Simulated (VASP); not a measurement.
# ZrIn2S2 (P-3m1) in VASP: relaxation of cell and atoms with PBE

Aim: the relaxation of cell and atoms of ZrIn2S2 with PBE.

All numbers are computed with VASP 6.6.1; they aren't measurements. Logs are shortened: lines on timing, memory, paths and dates and some standing lists are left out, and cuts for length are marked.

### 1 The cell of the first run

Symmetry: P-3m1, No. 164, trigonal system. Conventional cell: a = 3.572 Å, b = 3.572 Å, c = 11.117 Å, α = 90.00°, β = 90.00°, γ = 120.00°. Within 3.4 Å of Zr (site symmetry -3m) lie 6 S at 2.58 Å. Within 4.3 Å of In (site symmetry 3m) lie 9 In at 3.29 to 3.57 Å and 3 S at 3.42 Å. S (site symmetry 3m) has 3 Zr at 2.58 Å and 3 In at 3.42 Å and 9 S at 3.57 to 3.73 Å within 3.8 Å.

The cell was generated, and may not be a known phase.

### 2 Relaxation of cell and atoms, PBE

Input file INCAR:

```
SYSTEM = ZrIn2S2
PREC = Accurate
ENCUT = 600
EDIFF = 1E-6
ISMEAR = 0
SIGMA = 0.1
LREAL = .False.
LASPH = .True.
NELM = 80
ALGO = Normal
ISIF = 3
LWAVE = .False.
LCHARG = .False.
GGA = PE
IBRION = 2
NSW = 100
EDIFFG = -0.01
```

Input file KPOINTS:

```
Automatic mesh
0
Gamma
  12 12 4
  0 0 0
```

Input file POSCAR:

```
ZrIn2S2
1.0
    3.5716471779      0.0000000000      0.0000000000
   -1.7858235890      3.0931371894      0.0000000000
    0.0000000000      0.0000000000     11.1171593925
Zr In S
1 2 2
Direct
    0.0000000000      0.0000000000      0.0000000000
    0.3333333333      0.6666666667      0.3849282672
    0.6666666667      0.3333333333      0.6150717328
    0.3333333333      0.6666666667      0.8603132547
    0.6666666667      0.3333333333      0.1396867453
```

Potentials or basis: VASP PAW PBE potentials, release 64 (Zr_sv, In_d, S).

Launch:

```
cat potpaw_PBE.64/Zr_sv/POTCAR potpaw_PBE.64/In_d/POTCAR potpaw_PBE.64/S/POTCAR > POTCAR
mpirun -np 1 vasp_std > vasp.out
```

OUTCAR:

```text
SYSTEM = ZrIn2S2
   PREC = Accurate
   ENCUT = 600
   EDIFF = 1E-6
   ISMEAR = 0
   LREAL = .False.
   LASPH = .True.
   NELM = 80
   ISIF = 3
   GGA = PE
   IBRION = 2
   NSW = 100
   EDIFFG = -0.01

 ion  position               nearest neighbor table
   1  0.000  0.000  0.000-   4 2.58   5 2.58   5 2.58   4 2.58   5 2.58   4 2.58
   2  0.333  0.667  0.385-   3 3.29   3 3.29   3 3.29
   3  0.667  0.333  0.615-   2 3.29   2 3.29   2 3.29
   4  0.333  0.667  0.860-   1 2.58   1 2.58   1 2.58
   5  0.667  0.333  0.140-   1 2.58   1 2.58   1 2.58

  LATTYP: Found a hexagonal cell.
 ALAT       =     3.5716471779
 C/A-ratio  =     3.1126141074

  Lattice vectors:

 A1 = (   3.5716471779,   0.0000000000,   0.0000000000)
 A2 = (  -1.7858235890,   3.0931371894,   0.0000000000)
 A3 = (   0.0000000000,   0.0000000000,  11.1171593925)

Analysis of symmetry for initial positions (statically):
=====================================================================
 Subroutine PRICEL returns:
 Original cell was already a primitive cell.

 Routine SETGRP: Setting up the symmetry group for a
 hexagonal supercell.

 Subroutine GETGRP returns: Found 12 space group operations
 (whereof 12 operations were pure point group operations)
 out of a pool of 24 trial point group operations.

The static configuration has the point symmetry D_3d.

Analysis of symmetry for dynamics (positions and initial velocities):
=====================================================================
 Subroutine PRICEL returns:
 Original cell was already a primitive cell.

 Routine SETGRP: Setting up the symmetry group for a
 hexagonal supercell.

 Subroutine GETGRP returns: Found 12 space group operations
 (whereof 12 operations were pure point group operations)
 out of a pool of 24 trial point group operations.

The dynamic configuration has the point symmetry D_3d.

 Subroutine INISYM returns: Found 12 space group operations
 (whereof 12 operations are pure point group operations),
 and found     1 'primitive' translations

----------------------------------------------------------------------------------------

                                     Primitive cell

  volume of cell :     122.8179

  direct lattice vectors                    reciprocal lattice vectors
     3.571647178  0.000000000  0.000000000     0.279982862  0.161648181  0.000000000
    -1.785823589  3.093137189  0.000000000     0.000000000  0.323296362  0.000000000
     0.000000000  0.000000000 11.117159392     0.000000000  0.000000000  0.089951036

  length of vectors
     3.571647178  3.571647178 11.117159392     0.323296362  0.323296362  0.089951036

  position of ions in fractional coordinates (direct lattice)
     0.000000000  0.000000000  0.000000000
     0.333333333  0.666666667  0.384928267
     0.666666667  0.333333333  0.615071733
     0.333333333  0.666666667  0.860313255
     0.666666667  0.333333333  0.139686745

  ion indices of the primitive-cell ions
   primitive index   ion index
                 1           1
                 2           2
                 3           3
                 4           4
                 5           5

----------------------------------------------------------------------------------------

 KPOINTS: Automatic mesh

Automatic generation of k-mesh.
 Grid dimensions read from file:
 generate k-points for:   12   12    4

 Generating k-lattice:

  Cartesian coordinates                     Fractional coordinates (reciprocal lattice)
     0.023331905  0.013470682  0.000000000     0.083333333  0.000000000  0.000000000
     0.000000000  0.026941363  0.000000000     0.000000000  0.083333333  0.000000000
     0.000000000  0.000000000  0.022487759     0.000000000  0.000000000  0.250000000

  Length of vectors
     0.026941363  0.026941363  0.022487759

  Shift w.r.t. Gamma in fractional coordinates (k-lattice)
     0.000000000  0.000000000  0.000000000

 Subroutine IBZKPT returns following result:
 ===========================================

 Found     69 irreducible k-points:

 Following reciprocal coordinates:
            Coordinates               Weight
  0.000000  0.000000  0.000000      1.000000
  0.083333  0.000000  0.000000      6.000000
  0.166667  0.000000  0.000000      6.000000
  0.250000  0.000000  0.000000      6.000000
  0.333333 -0.000000  0.000000      6.000000
  0.416667 -0.000000  0.000000      6.000000
[... 16 lines left out ...]
  0.166667  0.000000  0.250000      6.000000
  0.000000  0.166667  0.250000      6.000000
 [... further k-points ...]
   k-points           NKPTS =     69   k-points in BZ     NKDIM =     69   number of bands    NBANDS=     30
   number of dos      NEDOS =    301   number of ions     NIONS =      5
   total plane-waves  NPLWV =  81000
   dimension x,y,z NGX =    30 NGY =   30 NGZ =   90
   dimension x,y,z NGXF=    60 NGYF=   60 NGZF=  180
   ions per type =               1   2   2
   NGX,Y,Z   is equivalent  to a cutoff of  13.96, 13.96, 13.46 a.u.
   NGXF,Y,Z  is equivalent  to a cutoff of  27.93, 27.93, 26.92 a.u.
 SYSTEM =  ZrIn2S2
   PREC   = accura    normal or accurate (medium, high low for compatibility)
   ISTART =      0    job   : 0-new  1-cont  2-samecut
   ICHARG =      2    charge: 1-file 2-atom 10-const
   ISPIN  =      1    spin polarized calculation?
   LNONCOLLINEAR =      F non collinear calculations
   LSORBIT =      F    spin-orbit coupling
   LASPH  =      T    aspherical Exc in radial PAW
   ENCUT  =  600.0 eV  44.10 Ry    6.64 a.u.   7.13  7.13 22.20*2*pi/ulx,y,z
   NELM   =     80;   NELMIN=  2; NELMDL= -5     # of ELM steps
   EDIFF  = 0.1E-05   stopping-criterion for ELM
   LREAL  =      F    real-space projection
   EDIFFG = -.1E-01   stopping-criterion for IOM
   NSW    =    100    number of steps for IOM
   IBRION =      2    ionic relax: 0-MD 1-quasi-New 2-CG
   NFREE  =      1    steps in history (QN), initial steepest desc. (CG)
   ISIF   =      3    stress and relaxation
   ISYM   =      2    0-nonsym 1-usesym 2-fastsym
   POTIM  = 0.5000    time-step for ionic-motion
   TEBEG  =    0.0;   TEEND  =   0.0 temperature during run
   PSTRESS=    0.0 pullay stress
   NELECT =      50.0000    total number of electrons
   NUPDOWN=      -1.0000    fix difference up-down
   EMIN   =  10.00;   EMAX   =-10.00  energy-range for DOS
   EFERMI =   0.00;   METHOD = LEGACY
   ISMEAR =     0;   SIGMA  =   0.10  broadening in eV -4-tet -1-fermi 0-gaus
   EFERMI_NEDOS =   21; number of points for ismear=-14 and -15
   IALGO  =     38    algorithm
   IMIX   =      4    mixing-type and parameters
     AMIX     =   0.40;   BMIX     =  1.00
     AMIX_MAG =   1.60;   BMIX_MAG =  1.00
  volume/ion in A,a.u.               =      24.56       165.76
  Fermi-wavevector in a.u.,A,eV,Ry     =   1.213326  2.292854 20.029965  1.472161
  Thomas-Fermi vector in A             =   2.348782
   LORBIT       =      0    0 simple, 1 ext, 2 COOP (PROOUT), +10 PAW based schemes
   GGA     = PE    functional components
   LHFCALC =     F    Hartree Fock is set to
   AEXX    =    0.0000 exact exchange contribution
   IVDW    =     0    specifies the selected vdW correction
   LEPSILON=     F    determine dielectric tensor
   LRPA    =     F    only Hartree local field effects (RPA)
 conjugate gradient relaxation of ions
 non-spin polarized calculation
 Gauss-broadening in eV      SIGMA  =   0.10
  energy-cutoff  :      600.00
  volume of cell :      122.82
 maximum number of plane-waves:      4143
 NGX is ok and might be reduce to    30
   NGX = 15   NGY = 15   NGZ = 45

--------------------------------------- Ionic step        1  -------------------------------------------

 number of electron      49.9999997 magnetization

 Free energy of the ion-electron system (eV)
  ---------------------------------------------------
  ext. energy  EPLUGINS =         0.00000000
  ---------------------------------------------------
  free energy    TOTEN  =       -26.20169771 eV

  energy without entropy =      -26.18324338  energy(sigma->0) =      -26.19247055

------------------------ aborting loop because EDIFF is reached ----------------------------------------

  FORCE on cell =-STRESS in cart. coord.  units (eV):
  Direction    XX          YY          ZZ          XY          YZ          ZX
  --------------------------------------------------------------------------------------
  -------------------------------------------------------------------------------------
  Total       -0.1038847     -0.1038847      0.0687184      0.0000000      0.0000000      0.0000000
  in kB       -1.3551913     -1.3551913      0.8964415      0.0000000      0.0000000      0.0000000
  external PRESSURE =      -0.6046471 kB  Pullay stress =       0.0000000 kB
[... 98 lines left out ...]
  FREE ENERGIE OF THE ION-ELECTRON SYSTEM (eV)
  ---------------------------------------------------
  free  energy   TOTEN  =       -26.2095702197 eV

  energy  without entropy=      -26.1926723061  energy(sigma->0) =      -26.20112126

[... ionic steps 4 to 19 ...]

--------------------------------------- Ionic step       20  -------------------------------------------

 number of electron      50.0000008 magnetization

------------------------ aborting loop because EDIFF is reached ----------------------------------------

  FORCE on cell =-STRESS in cart. coord.  units (eV):
  Direction    XX          YY          ZZ          XY          YZ          ZX
  --------------------------------------------------------------------------------------
  -------------------------------------------------------------------------------------
  Total        0.0457517      0.0457517      0.0828224     -0.0000000      0.0000000      0.0000000
  in kB        0.6005994      0.6005994      1.0872394     -0.0000000      0.0000000      0.0000000
  external PRESSURE =       0.7628127 kB  Pullay stress =       0.0000000 kB
[... 63 lines left out ...]
  energy  without entropy=      -26.2014496826  energy(sigma->0) =      -26.20939578

--------------------------------------- Ionic step       22  -------------------------------------------

 number of electron      50.0000008 magnetization

 Free energy of the ion-electron system (eV)
  ---------------------------------------------------
  ext. energy  EPLUGINS =         0.00000000
  ---------------------------------------------------
  free energy    TOTEN  =       -26.21736853 eV

  energy without entropy =      -26.20147570  energy(sigma->0) =      -26.20942211

 E-fermi :   6.6062     XC(G=0):  -9.8935

 val. band max:        6.6056113368   @ k =   0.4167   0.0833   0.5000
 cond. band min:       6.6154581815   @ k =   0.4167   0.0833   0.2500
 fundamental gap:      0.0098468446
 Fermi energy:         6.6062285796

 k-point     1 :       0.0000    0.0000    0.0000
  band No.  band energies     occupation
      1     -42.9927      2.00000
      2     -21.0767      2.00000
      3     -20.9151      2.00000
      4     -20.9151      2.00000
      5      -8.1548      2.00000
      6      -8.1341      2.00000
[... 781 lines left out ...]
     29       9.6626      0.00000
     30      10.1888      0.00000

 [... further k-points ...]
[... 5 lines left out ...]
  --------------------------------------------------------------------------------------
  -------------------------------------------------------------------------------------
  Total        0.0169470      0.0169470      0.0260211     -0.0000000      0.0000000      0.0000000
  in kB        0.2225696      0.2225696      0.3417424     -0.0000000      0.0000000      0.0000000
  external PRESSURE =       0.2622938 kB  Pullay stress =       0.0000000 kB
[... 20 lines left out ...]
  FREE ENERGIE OF THE ION-ELECTRON SYSTEM (eV)
  ---------------------------------------------------
  free  energy   TOTEN  =       -26.2173685293 eV

  energy  without entropy=      -26.2014756959  energy(sigma->0) =      -26.20942211

 reached required accuracy - stopping structural energy minimisation
```

It took 45 min on 1 thread of Intel Xeon 6975P-C (Granite Rapids), shared host; peak memory 0.51 GiB.

What came out:

```
Free energy                           : -26.2174 eV
Relaxed volume                        : 24.40 Å³/atom
Relaxed cell                          : a = 3.548 Å, b = 3.548 Å, c = 11.192 Å, α = 90.00°, β = 90.00°, γ = 120.00°
Space group after relaxing (to 0.1 Å) : P-3m1 (No. 164)
Energy gained by relaxing             : 3.1 meV/atom
Ionic steps                           : 22
Pressure after relaxing               : 0.0 GPa
Largest force after relaxing          : 0.007 eV/Å
Band gap on the k mesh                : zero (bands 25 and 26 overlap by 1.42 eV)
```

Forces in eV/Å, atoms in the order of the input:
```
Zr   0.000  0.000  0.000
In   0.000  0.000 -0.002
In   0.000  0.000  0.002
S    0.000  0.000 -0.007
S    0.000  0.000  0.007
```

Step by step:
```csv
step,energy change (eV),largest force (eV/Å),pressure (GPa),volume (Å³)
1,0.0000,0.1511,-0.06,122.82
2,-0.0024,0.1418,0.03,122.65
3,-0.0079,0.1117,0.27,122.16
4,-0.0105,0.1783,0.83,121.17
5,-0.0110,0.1447,0.66,121.45
6,-0.0121,0.1227,0.56,121.60
7,-0.0145,0.0597,0.24,122.04
8,-0.0140,0.0660,-0.33,122.94
9,-0.0151,0.0149,0.00,122.42
10,-0.0152,0.0133,-0.01,122.43
11,-0.0154,0.0124,-0.02,122.45
12,-0.0155,0.0228,-0.06,122.49
13,-0.0155,0.0201,-0.04,122.48
14,-0.0155,0.0167,-0.03,122.47
15,-0.0155,0.0183,-0.04,122.48
16,-0.0155,0.0198,-0.04,122.48
17,-0.0155,0.0205,-0.03,122.40
18,-0.0156,0.0243,0.03,122.17
19,-0.0155,0.0315,0.16,121.71
20,-0.0156,0.0258,0.08,122.05
21,-0.0156,0.0219,0.05,122.03
22,-0.0157,0.0068,0.03,121.99
```

Final structure:
```cif
data_structure
_symmetry_space_group_name_H-M 'P 1'
_symmetry_Int_Tables_number 1
_cell_length_a 3.5477
_cell_length_b 3.5477
_cell_length_c 11.1922
_cell_angle_alpha 90.000
_cell_angle_beta 90.000
_cell_angle_gamma 120.000
_cell_volume 121.99
loop_
_atom_site_label
_atom_site_type_symbol
_atom_site_fract_x
_atom_site_fract_y
_atom_site_fract_z
_atom_site_occupancy
Zr1 Zr 0.00000 0.00000 0.00000 1
In1 In 0.33333 0.66667 0.37667 1
In2 In 0.66667 0.33333 0.62333 1
S1 S 0.33333 0.66667 0.86015 1
S2 S 0.66667 0.33333 0.13985 1
```

Caveat: spin-orbit coupling is left out, which moves the levels of the heavy elements.
